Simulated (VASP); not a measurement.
# LaO4 (P-4m2) in VASP: notebook

LaO4 is run at these levels: PBE; tasks: single point, relaxation of cell and atoms.

Everything below comes from runs of VASP 6.6.1. Logs are shortened: lines on timing, memory, paths and dates and some standing lists are left out, and cuts for length are marked.

## 1. The cell of the first run

The structure is tetragonal, space group P-4m2 (No. 115). Conventional cell: a = 4.076 Å, b = 4.076 Å, c = 6.651 Å, α = 90.00°, β = 90.00°, γ = 90.00°. La (site symmetry -4m2) has 6 O at 2.27 to 2.72 Å within 3.0 Å. O (site symmetry 2mm) has 1 O at 1.22 Å within 1.6 Å. Within 3.0 Å of O (site symmetry 2mm) lie 2 La at 2.27 Å and 2 O at 2.67 Å.

The cell was generated, and may not be a known phase.

## 2. Single point, PBE

INCAR reads:

```
PREC     = Accurate       # precision mode
ENCUT    = 520            # plane-wave cutoff, eV
EDIFF    = 1E-6           # SCF threshold, eV
ISMEAR   = 0              # smearing method
SIGMA    = 0.1            # smearing width, eV
LREAL    = F              # projectors in reciprocal space
LASPH    = T              # aspherical terms in the spheres
NELM     = 60             # most SCF steps
ALGO     = Normal         # electronic algorithm
ISIF     = 2              # what is computed and relaxed
LWAVE    = F              # write WAVECAR
LCHARG   = F              # write CHGCAR
GGA      = PE             # functional
NBANDS   = 26             # bands
```

KPOINTS reads:

```
Automatic mesh
0
Gamma
  10 10 6
```

POSCAR reads:

```
LaO4
1.0
    4.0763383636      0.0000000000      0.0000000000
    0.0000000000      4.0763383636      0.0000000000
    0.0000000000      0.0000000000      6.6507106978
La O
1 4
Direct
    0.5000000000      0.5000000000      0.0000000000
    0.5000000000      0.5000000000      0.4083759535
    0.5000000000      0.5000000000      0.5916240465
    0.0000000000      0.5000000000      0.8505371368
    0.5000000000      0.0000000000      0.1494628632
```

Potentials or basis: VASP PAW PBE potentials, release 64 (La, O).

Launch:

```bash
$ cat potpaw_PBE.64/La/POTCAR potpaw_PBE.64/O/POTCAR > POTCAR
$ mpirun -np 1 vasp_std > vasp.out
```

OUTCAR:

```text
PREC = Accurate
   ENCUT = 520
   EDIFF = 1E-6
   ISMEAR = 0
   LREAL = F
   LASPH = T
   NELM = 60
   ISIF = 2
   GGA = PE

 ion  position               nearest neighbor table
   1  0.500  0.500  0.000-   4 2.27   5 2.27   5 2.27   4 2.27   2 2.72   3 2.72
   2  0.500  0.500  0.408-   3 1.22   1 2.72
   3  0.500  0.500  0.592-   2 1.22   1 2.72
   4  0.000  0.500  0.851-   1 2.27   1 2.27
   5  0.500  0.000  0.149-   1 2.27   1 2.27

  LATTYP: Found a simple tetragonal cell.
 ALAT       =     4.0763383636
 C/A-ratio  =     1.6315403935

  Lattice vectors:

 A1 = (   4.0763383636,   0.0000000000,   0.0000000000)
 A2 = (   0.0000000000,   4.0763383636,   0.0000000000)
 A3 = (   0.0000000000,   0.0000000000,   6.6507106978)

Analysis of symmetry for initial positions (statically):
=====================================================================
 Subroutine PRICEL returns:
 Original cell was already a primitive cell.

 Routine SETGRP: Setting up the symmetry group for a
 simple tetragonal supercell.

 Subroutine GETGRP returns: Found  8 space group operations
 (whereof  8 operations were pure point group operations)
 out of a pool of 16 trial point group operations.

The static configuration has the point symmetry D_2d.

Analysis of symmetry for dynamics (positions and initial velocities):
=====================================================================
 Subroutine PRICEL returns:
 Original cell was already a primitive cell.

 Routine SETGRP: Setting up the symmetry group for a
 simple tetragonal supercell.

 Subroutine GETGRP returns: Found  8 space group operations
 (whereof  8 operations were pure point group operations)
 out of a pool of 16 trial point group operations.

The dynamic configuration has the point symmetry D_2d.

 Subroutine INISYM returns: Found  8 space group operations
 (whereof  8 operations are pure point group operations),
 and found     1 'primitive' translations

----------------------------------------------------------------------------------------

                                     Primitive cell

  volume of cell :     110.5118

  direct lattice vectors                    reciprocal lattice vectors
     4.076338364  0.000000000  0.000000000     0.245318202  0.000000000  0.000000000
     0.000000000  4.076338364  0.000000000     0.000000000  0.245318202  0.000000000
     0.000000000  0.000000000  6.650710698     0.000000000  0.000000000  0.150359871

  length of vectors
     4.076338364  4.076338364  6.650710698     0.245318202  0.245318202  0.150359871

  position of ions in fractional coordinates (direct lattice)
     0.500000000  0.500000000  0.000000000
     0.500000000  0.500000000  0.408375953
     0.500000000  0.500000000  0.591624047
     0.000000000  0.500000000  0.850537137
     0.500000000  0.000000000  0.149462863

  ion indices of the primitive-cell ions
   primitive index   ion index
                 1           1
                 2           2
                 3           3
                 4           4
                 5           5

----------------------------------------------------------------------------------------

 KPOINTS: Automatic mesh

Automatic generation of k-mesh.
 Grid dimensions read from file:
 generate k-points for:   10   10    6

 Generating k-lattice:

  Cartesian coordinates                     Fractional coordinates (reciprocal lattice)
     0.024531820  0.000000000  0.000000000     0.100000000  0.000000000  0.000000000
     0.000000000  0.024531820  0.000000000     0.000000000  0.100000000  0.000000000
     0.000000000  0.000000000  0.025059978     0.000000000  0.000000000  0.166666667

  Length of vectors
     0.024531820  0.024531820  0.025059978

  Shift w.r.t. Gamma in fractional coordinates (k-lattice)
     0.000000000  0.000000000  0.000000000

 Subroutine IBZKPT returns following result:
 ===========================================

 Found     84 irreducible k-points:

 Following reciprocal coordinates:
            Coordinates               Weight
  0.000000  0.000000  0.000000      1.000000
  0.100000  0.000000  0.000000      4.000000
  0.200000  0.000000  0.000000      4.000000
  0.300000  0.000000  0.000000      4.000000
  0.400000  0.000000  0.000000      4.000000
  0.500000  0.000000  0.000000      2.000000
[... 16 lines left out ...]
  0.100000  0.000000  0.166667      8.000000
  0.200000  0.000000  0.166667      8.000000
 [... further k-points ...]
   k-points           NKPTS =     84   k-points in BZ     NKDIM =     84   number of bands    NBANDS=     26
   number of dos      NEDOS =    301   number of ions     NIONS =      5
   total plane-waves  NPLWV =  45000
   dimension x,y,z NGX =    30 NGY =   30 NGZ =   50
   dimension x,y,z NGXF=    60 NGYF=   60 NGZF=  100
   ions per type =               1   4
   NGX,Y,Z   is equivalent  to a cutoff of  12.23, 12.23, 12.50 a.u.
   NGXF,Y,Z  is equivalent  to a cutoff of  24.47, 24.47, 25.00 a.u.
 SYSTEM =  unknown system
   PREC   = accura    normal or accurate (medium, high low for compatibility)
   ISTART =      0    job   : 0-new  1-cont  2-samecut
   ICHARG =      2    charge: 1-file 2-atom 10-const
   ISPIN  =      1    spin polarized calculation?
   LNONCOLLINEAR =      F non collinear calculations
   LSORBIT =      F    spin-orbit coupling
   LASPH  =      T    aspherical Exc in radial PAW
   ENCUT  =  520.0 eV  38.22 Ry    6.18 a.u.   7.58  7.58 12.37*2*pi/ulx,y,z
   NELM   =     60;   NELMIN=  2; NELMDL= -5     # of ELM steps
   EDIFF  = 0.1E-05   stopping-criterion for ELM
   LREAL  =      F    real-space projection
   EDIFFG = 0.1E-04   stopping-criterion for IOM
   NSW    =      0    number of steps for IOM
   IBRION =     -1    ionic relax: 0-MD 1-quasi-New 2-CG
   NFREE  =      0    steps in history (QN), initial steepest desc. (CG)
   ISIF   =      2    stress and relaxation
   ISYM   =      2    0-nonsym 1-usesym 2-fastsym
   POTIM  = 0.5000    time-step for ionic-motion
   TEBEG  =    0.0;   TEEND  =   0.0 temperature during run
   PSTRESS=    0.0 pullay stress
   NELECT =      35.0000    total number of electrons
   NUPDOWN=      -1.0000    fix difference up-down
   EMIN   =  10.00;   EMAX   =-10.00  energy-range for DOS
   EFERMI =   0.00;   METHOD = LEGACY
   ISMEAR =     0;   SIGMA  =   0.10  broadening in eV -4-tet -1-fermi 0-gaus
   EFERMI_NEDOS =   21; number of points for ismear=-14 and -15
   IALGO  =     38    algorithm
   IMIX   =      4    mixing-type and parameters
     AMIX     =   0.40;   BMIX     =  1.00
     AMIX_MAG =   1.60;   BMIX_MAG =  1.00
  volume/ion in A,a.u.               =      22.10       149.15
  Fermi-wavevector in a.u.,A,eV,Ry     =   1.115907  2.108758 16.942634  1.245248
  Thomas-Fermi vector in A             =   2.252516
   LORBIT       =      0    0 simple, 1 ext, 2 COOP (PROOUT), +10 PAW based schemes
   GGA     = PE    functional components
   LHFCALC =     F    Hartree Fock is set to
   AEXX    =    0.0000 exact exchange contribution
   IVDW    =     0    specifies the selected vdW correction
   LEPSILON=     F    determine dielectric tensor
   LRPA    =     F    only Hartree local field effects (RPA)
 non-spin polarized calculation
 Gauss-broadening in eV      SIGMA  =   0.10
  energy-cutoff  :      520.00
  volume of cell :      110.51
 maximum number of plane-waves:      3001
   NGX = 15   NGY = 15   NGZ = 25

 number of electron      34.9999980 magnetization

 Free energy of the ion-electron system (eV)
  ---------------------------------------------------
  ext. energy  EPLUGINS =         0.00000000
  ---------------------------------------------------
  free energy    TOTEN  =       -30.29055445 eV

  energy without entropy =      -30.23720081  energy(sigma->0) =      -30.26387763

 E-fermi :  -0.0676     XC(G=0):  -7.4448

 val. band max:       -0.0682798256   @ k =   0.3000   0.2000   0.0000
 cond. band min:      -0.0659123388   @ k =   0.2000   0.2000   0.0000
 fundamental gap:      0.0023674868
 Fermi energy:        -0.0675803313

 k-point     1 :       0.0000    0.0000    0.0000
  band No.  band energies     occupation
      1     -29.8522      2.00000
      2     -26.7248      2.00000
      3     -16.8315      2.00000
      4     -15.4623      2.00000
      5     -14.4821      2.00000
      6     -13.7262      2.00000
[... 18 lines left out ...]
     25       5.4281      0.00000
     26       5.4281      0.00000

 k-point     2 :       0.1000    0.0000    0.0000
  band No.  band energies     occupation
      1     -29.8465      2.00000
      2     -26.7246      2.00000
      3     -16.8479      2.00000
      4     -15.6313      2.00000
      5     -14.5439      2.00000
      6     -13.7218      2.00000
[... 18 lines left out ...]
     25       5.4297      0.00000
     26       5.4409      0.00000

 k-point     3 :       0.2000    0.0000    0.0000
  band No.  band energies     occupation
      1     -29.8313      2.00000
      2     -26.7236      2.00000
      3     -16.9110      2.00000
      4     -15.9597      2.00000
      5     -14.5923      2.00000
      6     -13.7101      2.00000
[... 18 lines left out ...]
     25       5.4492      0.00000
     26       5.4574      0.00000

 k-point     4 :       0.3000    0.0000    0.0000
  band No.  band energies     occupation
      1     -29.8125      2.00000
      2     -26.7220      2.00000
      3     -17.0403      2.00000
      4     -16.2061      2.00000
      5     -14.6053      2.00000
      6     -13.6955      2.00000
[... 18 lines left out ...]
     25       5.4544      0.00000
     26       5.5072      0.00000
[... 496 lines left out ...]
      1     -29.8517      2.00000
      2     -26.7266      2.00000
      3     -16.7984      2.00000
      4     -15.4764      2.00000
      5     -14.4699      2.00000
      6     -13.7259      2.00000
[... 18 lines left out ...]
     25       5.4264      0.00000
     26       5.4264      0.00000

 k-point    23 :       0.1000    0.0000    0.1667
  band No.  band energies     occupation
      1     -29.8460      2.00000
      2     -26.7263      2.00000
      3     -16.8172      2.00000
      4     -15.6399      2.00000
      5     -14.5259      2.00000
      6     -13.7215      2.00000
[... 18 lines left out ...]
     25       5.4280      0.00000
     26       5.4391      0.00000

 k-point    24 :       0.2000    0.0000    0.1667
  band No.  band energies     occupation
      1     -29.8309      2.00000
      2     -26.7252      2.00000
      3     -16.8887      2.00000
      4     -15.9546      2.00000
      5     -14.5712      2.00000
      6     -13.7098      2.00000
[... 18 lines left out ...]
     25       5.4478      0.00000
     26       5.4557      0.00000

 [... further k-points ...]

------------------------ aborting loop because EDIFF is reached ----------------------------------------

  FORCE on cell =-STRESS in cart. coord.  units (eV):
  Direction    XX          YY          ZZ          XY          YZ          ZX
  --------------------------------------------------------------------------------------
  -------------------------------------------------------------------------------------
  Total       -0.1095399     -0.1095399      1.1797930      0.0000000     -0.0000000      0.0000000
  in kB       -1.5880876     -1.5880876     17.1044020      0.0000000     -0.0000000      0.0000000
  external PRESSURE =       4.6427423 kB  Pullay stress =       0.0000000 kB

 VOLUME and BASIS-vectors are now :
 -----------------------------------------------------------------------------
  energy-cutoff  :      520.00
  volume of cell :      110.51
      direct lattice vectors                 reciprocal lattice vectors
     4.076338364  0.000000000  0.000000000     0.245318202  0.000000000  0.000000000
     0.000000000  4.076338364  0.000000000     0.000000000  0.245318202  0.000000000
     0.000000000  0.000000000  6.650710698     0.000000000  0.000000000  0.150359871

 POSITION                                       TOTAL-FORCE (eV/Angst)
 -----------------------------------------------------------------------------------
      2.03817      2.03817      0.00000         0.000000     -0.000000      0.000000
      2.03817      2.03817      2.71599         0.000000     -0.000000     -1.152306
      2.03817      2.03817      3.93472         0.000000      0.000000      1.152306
      0.00000      2.03817      5.65668         0.000000      0.000000      0.006519
      2.03817      0.00000      0.99403         0.000000      0.000000     -0.006519
 -----------------------------------------------------------------------------------
    total drift:                                0.000000      0.000000      0.000000

  FREE ENERGIE OF THE ION-ELECTRON SYSTEM (eV)
  ---------------------------------------------------
  free  energy   TOTEN  =       -30.2905544465 eV

  energy  without entropy=      -30.2372008058  energy(sigma->0) =      -30.26387763
```

It took 4.2 min on 1 thread of Intel Xeon 8259CL, shared host; peak memory 0.37 GiB.

Results:

```
Free energy            : -30.2906 eV
Pressure               : 0.5 GPa
Largest force          : 1.152 eV/Å
Band gap on the k mesh : zero (an odd number of electrons rules out a gap without spin polarisation)
```

Forces on the atoms (eV/Å):
```
La   0.000  0.000  0.000
O    0.000  0.000 -1.152
O    0.000  0.000  1.152
O    0.000  0.000  0.007
O    0.000  0.000 -0.007
```

Stress tensor (GPa, compression positive):
```
-0.16  0.00  0.00
 0.00 -0.16  0.00
 0.00  0.00  1.71
```

Caveat: the standard files for N, O and F lose accuracy on very short bonds; spin-orbit coupling is left out, which moves the levels of the heavy elements; an odd number of electrons without spin polarisation forces a metal; a magnetic or distorted state may lie lower.

## 3. Relaxation of cell and atoms, PBE

This run uses another cell than the first one, of 22.05 Å³/atom.

INCAR reads:

```
PREC = Accurate ; ENCUT = 600
EDIFF = 1E-7 ; ISMEAR = 0
SIGMA = 0.1 ; LREAL = False
LASPH = True ; NELM = 60
ALGO = Normal ; ISIF = 3
LWAVE = False ; LCHARG = False
GGA = PE ; IBRION = 2
NSW = 100 ; EDIFFG = -0.01
```

KPOINTS reads:

```
regular mesh
0
Gamma
  10 10 6
```

POSCAR reads:

```
LaO4
1.0
    4.0746977484      0.0000000000      0.0000000000
    0.0000000000      4.0746977484      0.0000000000
    0.0000000000      0.0000000000      6.6389695828
La O
1 4
Direct
    0.5000000000      0.5000000000      0.0000000000
    0.5000000000      0.5000000000      0.4083550835
    0.5000000000      0.5000000000      0.5916449165
    0.0000000000      0.5000000000      0.8479396180
    0.5000000000      0.0000000000      0.1520603820
```

Potentials or basis: VASP PAW PBE potentials, release 64 (La, O).

Launch:

```bash
$ cat potpaw_PBE.64/La/POTCAR potpaw_PBE.64/O/POTCAR > POTCAR
$ mpirun -np 1 vasp_std > vasp.out
```

It took 66 min on 1 thread of Intel Xeon 8259CL, shared host; peak memory 0.47 GiB.

Results (log left out):

```
Free energy                           : -30.3109 eV
Relaxed volume                        : 21.92 Å³/atom
Relaxed cell                          : a = 4.081 Å, b = 4.081 Å, c = 6.581 Å, α = 90.00°, β = 90.00°, γ = 90.00°
Space group after relaxing (to 0.1 Å) : P-4m2 (No. 115)
Energy gained by relaxing             : 2.8 meV/atom
Ionic steps                           : 28
Pressure after relaxing               : 0.0 GPa
Largest force after relaxing          : 0.008 eV/Å
Band gap on the k mesh                : zero (an odd number of electrons rules out a gap without spin polarisation)
```

Forces on the atoms (eV/Å):
```
La   0.000  0.000  0.000
O    0.000  0.000 -0.008
O    0.000  0.000  0.008
O    0.000  0.000  0.007
O    0.000  0.000 -0.007
```

The path:
```tsv
step	energy change (eV)	largest force (eV/Å)	pressure (GPa)	volume (Å³)
1	0.0000	1.2290	0.23	110.23
2	0.3080	4.7488	-3.55	110.73
3	-0.0107	0.0991	-0.53	110.30
4	-0.0108	0.0976	-0.48	110.29
5	-0.0108	0.0975	-0.46	110.29
6	-0.0128	0.0328	-0.05	109.46
7	-0.0129	0.0344	0.06	109.24
8	-0.0132	0.0813	-0.01	109.26
9	-0.0132	0.1490	-0.06	109.27
10	-0.0133	0.1467	-0.05	109.27
11	-0.0134	0.1385	-0.05	109.27
12	-0.0136	0.1224	-0.04	109.28
13	-0.0140	0.0888	-0.01	109.29
14	-0.0139	0.0201	0.05	109.30
15	-0.0141	0.0537	0.02	109.30
16	-0.0141	0.0590	0.01	109.29
17	-0.0141	0.0163	0.04	109.30
18	-0.0141	0.0103	0.05	109.30
19	-0.0141	0.0109	0.04	109.31
20	-0.0141	0.0120	0.03	109.35
21	-0.0141	0.0146	0.00	109.43
22	-0.0141	0.0193	-0.06	109.59
23	-0.0141	0.0161	-0.03	109.49
24	-0.0141	0.0150	-0.01	109.51
25	-0.0141	0.0249	0.00	109.52
26	-0.0141	0.0231	0.00	109.53
27	-0.0141	0.0181	0.00	109.55
28	-0.0142	0.0079	0.00	109.59
```

Final structure:
```
La O
1.0
     4.08071    0.00000    0.00000
     0.00000    4.08071    0.00000
     0.00000    0.00000    6.58096
La O
1 4
Direct
  0.50000 0.50000 0.00000
  0.50000 0.50000 0.40611
  0.50000 0.50000 0.59389
  0.00000 0.50000 0.85023
  0.50000 0.00000 0.14977
```

Levels at points of the mesh, in eV from the Fermi level:
```tsv
k point	band 15	band 16	band 17	band 18	band 19	band 20
(0.00, 0.00, 0.00)	-1.30	-0.22	-0.22	0.22	0.22	4.25
(0.50, 0.00, 0.00)	-1.04	-0.95	-0.89	0.19	0.23	5.05
(0.50, 0.50, 0.00)	-1.00	-1.00	-0.61	0.15	0.15	5.31
(0.00, 0.00, 0.50)	-1.43	-0.56	-0.56	0.25	0.25	4.49
(0.50, 0.00, 0.50)	-1.03	-0.95	-0.75	-0.10	0.24	5.07
(0.50, 0.50, 0.50)	-1.06	-1.06	-0.62	0.23	0.23	5.31
```

Caveat: the standard files for N, O and F lose accuracy on very short bonds; spin-orbit coupling is left out, which moves the levels of the heavy elements; an odd number of electrons without spin polarisation forces a metal; a magnetic or distorted state may lie lower.
